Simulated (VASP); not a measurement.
# LiF (P6_3mc) in VASP: notebook, part 2 of 2

VASP 6.6.1. The steps go on from the part before.

## 5. Single point, PBE (volume 9.541 Å^3 an atom, c/a of the conventional cell 1.4325)

The input, INCAR:

```
ALGO = Normal ; EDIFF = 1E-7
ENCUT = 520 ; GGA = PE
ISIF = 2 ; ISMEAR = 0
LASPH = True ; LCHARG = False
LREAL = False ; LWAVE = False
NBANDS = 18 ; NELM = 60
PREC = Accurate ; SIGMA = 0.05
```

The input, KPOINTS:

```
k-points
0
Gamma
  9 9 6
```

The input, POSCAR:

```
LiF
1.0
    3.1333545645      0.0000000000      0.0000000000
   -1.5666772822      2.7135646520      0.0000000000
    0.0000000000      0.0000000000      4.4885304137
Li F
2 2
Direct
    0.3333333333      0.6666666667      0.3810713234
    0.6666666667      0.3333333333      0.8810713234
    0.3333333333      0.6666666667      0.9939266766
    0.6666666667      0.3333333333      0.4939266766
```

Potentials or basis: VASP PAW PBE potentials, release 64 (Li_sv, F).

Command:

```sh
$ cat potpaw_PBE.64/Li_sv/POTCAR potpaw_PBE.64/F/POTCAR > POTCAR
$ mpirun -np 1 vasp_std > vasp.out
```

OUTCAR:

```text
EDIFF = 1E-7
   ENCUT = 520
   GGA = PE
   ISIF = 2
   ISMEAR = 0
   LASPH = True
   LREAL = False
   NELM = 60
   PREC = Accurate

 ion  position               nearest neighbor table
   1  0.333  0.667  0.381-   3 1.74   4 1.88   4 1.88   4 1.88
   2  0.667  0.333  0.881-   4 1.74   3 1.88   3 1.88   3 1.88
   3  0.333  0.667  0.994-   1 1.74   2 1.88   2 1.88   2 1.88
   4  0.667  0.333  0.494-   2 1.74   1 1.88   1 1.88   1 1.88

  LATTYP: Found a hexagonal cell.
 ALAT       =     3.1333545645
 C/A-ratio  =     1.4325000000

  Lattice vectors:

 A1 = (   3.1333545645,   0.0000000000,   0.0000000000)
 A2 = (  -1.5666772822,   2.7135646520,   0.0000000000)
 A3 = (   0.0000000000,   0.0000000000,   4.4885304137)

Analysis of symmetry for initial positions (statically):
=====================================================================
 Subroutine PRICEL returns:
 Original cell was already a primitive cell.

 Routine SETGRP: Setting up the symmetry group for a
 hexagonal supercell.

 Subroutine GETGRP returns: Found 12 space group operations
 (whereof  6 operations were pure point group operations)
 out of a pool of 24 trial point group operations.

The static configuration has the point symmetry C_3v.
 The point group associated with its full space group is C_6v.

Analysis of symmetry for dynamics (positions and initial velocities):
=====================================================================
 Subroutine PRICEL returns:
 Original cell was already a primitive cell.

 Routine SETGRP: Setting up the symmetry group for a
 hexagonal supercell.

 Subroutine GETGRP returns: Found 12 space group operations
 (whereof  6 operations were pure point group operations)
 out of a pool of 24 trial point group operations.

The dynamic configuration has the point symmetry C_3v.
 The point group associated with its full space group is C_6v.

 Subroutine INISYM returns: Found 12 space group operations
 (whereof  6 operations are pure point group operations),
 and found     1 'primitive' translations

----------------------------------------------------------------------------------------

                                     Primitive cell

  volume of cell :      38.1640

  direct lattice vectors                    reciprocal lattice vectors
     3.133354564  0.000000000  0.000000000     0.319146774  0.184259476  0.000000000
    -1.566677282  2.713564652  0.000000000     0.000000000  0.368518951  0.000000000
     0.000000000  0.000000000  4.488530414     0.000000000  0.000000000  0.222790069

  length of vectors
     3.133354564  3.133354565  4.488530414     0.368518951  0.368518951  0.222790069

  position of ions in fractional coordinates (direct lattice)
     0.333333333  0.666666667  0.381071323
     0.666666667  0.333333333  0.881071323
     0.333333333  0.666666667  0.993926677
     0.666666667  0.333333333  0.493926677

  ion indices of the primitive-cell ions
   primitive index   ion index
                 1           1
                 2           2
                 3           3
                 4           4

----------------------------------------------------------------------------------------

 KPOINTS: k-points

Automatic generation of k-mesh.
 Grid dimensions read from file:
 generate k-points for:    9    9    6

 Generating k-lattice:

  Cartesian coordinates                     Fractional coordinates (reciprocal lattice)
     0.035460753  0.020473275  0.000000000     0.111111111  0.000000000  0.000000000
     0.000000000  0.040946550  0.000000000     0.000000000  0.111111111  0.000000000
     0.000000000  0.000000000  0.037131678     0.000000000  0.000000000  0.166666667

  Length of vectors
     0.040946550  0.040946550  0.037131678

  Shift w.r.t. Gamma in fractional coordinates (k-lattice)
     0.000000000  0.000000000  0.000000000

 Subroutine IBZKPT returns following result:
 ===========================================

 Found     48 irreducible k-points:

 Following reciprocal coordinates:
            Coordinates               Weight
  0.000000  0.000000  0.000000      1.000000
  0.111111  0.000000  0.000000      6.000000
  0.222222 -0.000000  0.000000      6.000000
  0.333333  0.000000  0.000000      6.000000
  0.444444 -0.000000  0.000000      6.000000
  0.111111  0.111111  0.000000      6.000000
[... 16 lines left out ...]
  0.333333  0.222222  0.166667     24.000000
  0.333333  0.333333  0.166667      4.000000
 [... further k-points ...]
   k-points           NKPTS =     48   k-points in BZ     NKDIM =     48   number of bands    NBANDS=     18
   number of dos      NEDOS =    301   number of ions     NIONS =      4
   total plane-waves  NPLWV =  20736
   dimension x,y,z NGX =    24 NGY =   24 NGZ =   36
   dimension x,y,z NGXF=    48 NGYF=   48 NGZF=   72
   ions per type =               2   2
   NGX,Y,Z   is equivalent  to a cutoff of  12.73, 12.73, 13.33 a.u.
   NGXF,Y,Z  is equivalent  to a cutoff of  25.47, 25.47, 26.67 a.u.
 SYSTEM =  unknown system
   PREC   = accura    normal or accurate (medium, high low for compatibility)
   ISTART =      0    job   : 0-new  1-cont  2-samecut
   ICHARG =      2    charge: 1-file 2-atom 10-const
   ISPIN  =      1    spin polarized calculation?
   LNONCOLLINEAR =      F non collinear calculations
   LSORBIT =      F    spin-orbit coupling
   LASPH  =      T    aspherical Exc in radial PAW
   ENCUT  =  520.0 eV  38.22 Ry    6.18 a.u.   5.83  5.83  8.35*2*pi/ulx,y,z
   NELM   =     60;   NELMIN=  2; NELMDL= -5     # of ELM steps
   EDIFF  = 0.1E-06   stopping-criterion for ELM
   LREAL  =      F    real-space projection
   EDIFFG = 0.1E-05   stopping-criterion for IOM
   NSW    =      0    number of steps for IOM
   IBRION =     -1    ionic relax: 0-MD 1-quasi-New 2-CG
   NFREE  =      0    steps in history (QN), initial steepest desc. (CG)
   ISIF   =      2    stress and relaxation
   ISYM   =      2    0-nonsym 1-usesym 2-fastsym
   POTIM  = 0.5000    time-step for ionic-motion
   TEBEG  =    0.0;   TEEND  =   0.0 temperature during run
   PSTRESS=    0.0 pullay stress
   NELECT =      20.0000    total number of electrons
   NUPDOWN=      -1.0000    fix difference up-down
   EMIN   =  10.00;   EMAX   =-10.00  energy-range for DOS
   EFERMI =   0.00;   METHOD = LEGACY
   ISMEAR =     0;   SIGMA  =   0.05  broadening in eV -4-tet -1-fermi 0-gaus
   EFERMI_NEDOS =   21; number of points for ismear=-14 and -15
   IALGO  =     38    algorithm
   IMIX   =      4    mixing-type and parameters
     AMIX     =   0.40;   BMIX     =  1.00
     AMIX_MAG =   1.60;   BMIX_MAG =  1.00
  volume/ion in A,a.u.               =       9.54        64.39
  Fermi-wavevector in a.u.,A,eV,Ry     =   1.319877  2.494206 23.702381  1.742076
  Thomas-Fermi vector in A             =   2.449744
   LORBIT       =      0    0 simple, 1 ext, 2 COOP (PROOUT), +10 PAW based schemes
   GGA     = PE    functional components
   LHFCALC =     F    Hartree Fock is set to
   AEXX    =    0.0000 exact exchange contribution
   IVDW    =     0    specifies the selected vdW correction
   LEPSILON=     F    determine dielectric tensor
   LRPA    =     F    only Hartree local field effects (RPA)
 non-spin polarized calculation
 Gauss-broadening in eV      SIGMA  =   0.05
  energy-cutoff  :      520.00
  volume of cell :       38.16
 maximum number of plane-waves:      1044
 NGX is ok and might be reduce to    24
   NGX = 11   NGY = 11   NGZ = 17

 number of electron      19.9999975 magnetization

 Free energy of the ion-electron system (eV)
  ---------------------------------------------------
  ext. energy  EPLUGINS =         0.00000000
  ---------------------------------------------------
  free energy    TOTEN  =       -19.17358074 eV

  energy without entropy =      -19.17358074  energy(sigma->0) =      -19.17358074

 E-fermi :  -1.8913     XC(G=0):  -9.0040

 val. band max:       -2.2076956197   @ k =   0.0000   0.0000   0.0000
 cond. band min:       5.7163055990   @ k =   0.0000   0.0000   0.0000
 fundamental gap:      7.9240012187
 Fermi energy:        -1.8913430406

 k-point     1 :       0.0000    0.0000    0.0000
  band No.  band energies     occupation
      1     -42.6287      2.00000
      2     -42.5642      2.00000
      3     -21.7934      2.00000
      4     -21.4757      2.00000
      5      -4.5549      2.00000
      6      -2.9249      2.00000
[... 10 lines left out ...]
     17      17.1951      0.00000
     18      20.3226      0.00000
[... 466 lines left out ...]
      2     -42.5748      2.00000
      3     -21.5565      2.00000
      4     -21.5565      2.00000
      5      -4.4098      2.00000
      6      -3.6237      2.00000
[... 10 lines left out ...]
     17      16.9247      0.00000
     18      19.2805      0.00000

 [... further k-points ...]
[... 5 lines left out ...]
  --------------------------------------------------------------------------------------
  -------------------------------------------------------------------------------------
  Total        0.4736005      0.4736005      3.0408014      0.0000000     -0.0000000      0.0000000
  in kB       19.8824034     19.8824034    127.6570364      0.0000000     -0.0000000      0.0000000
  external PRESSURE =      55.8072811 kB  Pullay stress =       0.0000000 kB

 VOLUME and BASIS-vectors are now :
 -----------------------------------------------------------------------------
  energy-cutoff  :      520.00
  volume of cell :       38.16
      direct lattice vectors                 reciprocal lattice vectors
     3.133354564  0.000000000  0.000000000     0.319146774  0.184259476  0.000000000
    -1.566677282  2.713564652  0.000000000     0.000000000  0.368518951  0.000000000
     0.000000000  0.000000000  4.488530414     0.000000000  0.000000000  0.222790069

 POSITION                                       TOTAL-FORCE (eV/Angst)
 -----------------------------------------------------------------------------------
     -0.00000      1.80904      1.71045        -0.000000      0.000000      0.594535
      1.56668      0.90452      3.95472         0.000000     -0.000000      0.594535
     -0.00000      1.80904      4.46127        -0.000000      0.000000     -0.594535
      1.56668      0.90452      2.21700         0.000000      0.000000     -0.594535
 -----------------------------------------------------------------------------------
    total drift:                                0.000000      0.000000      0.003599

  FREE ENERGIE OF THE ION-ELECTRON SYSTEM (eV)
  ---------------------------------------------------
  free  energy   TOTEN  =       -19.1735807371 eV

  energy  without entropy=      -19.1735807371  energy(sigma->0) =      -19.17358074
```

It used 68 s of CPU time on 1 thread of AMD EPYC 7R13 Processor (Zen 3), with other jobs on the host.

Results:

| Item | Value |
| --- | --- |
| Free energy | -19.1736 eV |
| Largest force | 0.595 eV/Å |
| Band gap on the k mesh | 7.92 eV, direct |

Forces in eV/Å, atoms in the order of the input:
```
Li   0.000  0.000  0.595
Li   0.000  0.000  0.595
F    0.000  0.000 -0.595
F    0.000  0.000 -0.595
```

Caveat: the cutoff is under 1.25 times the usual one of these potentials, so pressure, stress and relaxed cells hold a basis-set (Pulay) error.

## 6. Single point, PBE (volume 9.541 Å^3 an atom, c/a of the conventional cell 1.5216)

The input, INCAR:

```
PREC = Accurate
ENCUT = 520
EDIFF = 1E-6
ISMEAR = 0
SIGMA = 0.05
LREAL = False
LASPH = True
NELM = 100
ALGO = Normal
ISIF = 2
LWAVE = False
LCHARG = False
GGA = PE
NBANDS = 18
```

The input, KPOINTS:

```
Automatic mesh
0
Gamma
  9 9 6
```

The input, POSCAR:

```
LiF
1.0
    3.0709606525      0.0000000000      0.0000000000
   -1.5354803262      2.6595299391      0.0000000000
    0.0000000000      0.0000000000      4.6727737288
Li F
2 2
Direct
    0.3333333333      0.6666666667      0.3810713234
    0.6666666667      0.3333333333      0.8810713234
    0.3333333333      0.6666666667      0.9939266766
    0.6666666667      0.3333333333      0.4939266766
```

Potentials or basis: VASP PAW PBE potentials, release 64 (Li_sv, F).

Command:

```sh
$ cat potpaw_PBE.64/Li_sv/POTCAR potpaw_PBE.64/F/POTCAR > POTCAR
$ mpirun -np 1 vasp_std > vasp.out
```

It used 69 s of CPU time on 1 thread of AMD EPYC 7R13 Processor (Zen 3) (shared host).

The run converged. Its results:

```
Free energy            : -19.2395 eV
Largest force          : 0.173 eV/Å
Band gap on the k mesh : 7.99 eV, direct
```

Forces in eV/Å, atoms in the order of the input:
```
Li   0.000  0.000  0.173
Li   0.000  0.000  0.173
F    0.000  0.000 -0.173
F    0.000  0.000 -0.173
```

Levels at points of the mesh, in eV from the valence-band top:
| k point | band 8 | band 9 | band 10 | band 11 | band 12 | band 13 |
| --- | --- | --- | --- | --- | --- | --- |
| (0.00, 0.00, 0.00) | -0.19 | -0.19 | 0.00 | 7.99 | 12.48 | 15.81 |
| (0.00, 0.00, 0.50) | -0.38 | -0.38 | -0.38 | 9.75 | 9.75 | 18.24 |

Caveat: the cutoff is under 1.25 times the usual one of these potentials, so pressure, stress and relaxed cells hold a basis-set (Pulay) error.

## 7. The runs side by side

```tsv
cell	gap on the mesh (eV)	largest force (eV/Å)
a = 3.305, b = 3.305, c = 4.735 Å, angles 90.0, 90.0, 120.0°, 4 atoms	7.14	0.27
a = 3.240, b = 3.240, c = 4.929 Å, angles 90.0, 90.0, 120.0°, 4 atoms	7.18	0.06
a = 2.950, b = 2.950, c = 5.064 Å, angles 90.0, 90.0, 120.0°, 4 atoms	8.10	0.33
a = 3.133, b = 3.133, c = 4.489 Å, angles 90.0, 90.0, 120.0°, 4 atoms	7.92	0.59
a = 3.071, b = 3.071, c = 4.673 Å, angles 90.0, 90.0, 120.0°, 4 atoms	7.99	0.17
```

Alike in all rows: task single point; level PBE; potentials or basis VASP PAW PBE potentials, release 64 (Li_sv, F); no spin polarisation; k mesh 9 × 9 × 6; cutoff (eV) 520; smearing gaussian 0.05 eV.

Caveats: the cutoff is under 1.25 times the usual one of these potentials, so pressure, stress and relaxed cells hold a basis-set (Pulay) error.

Total energies depend on the potentials used, so only differences within one code and one set of settings carry meaning.
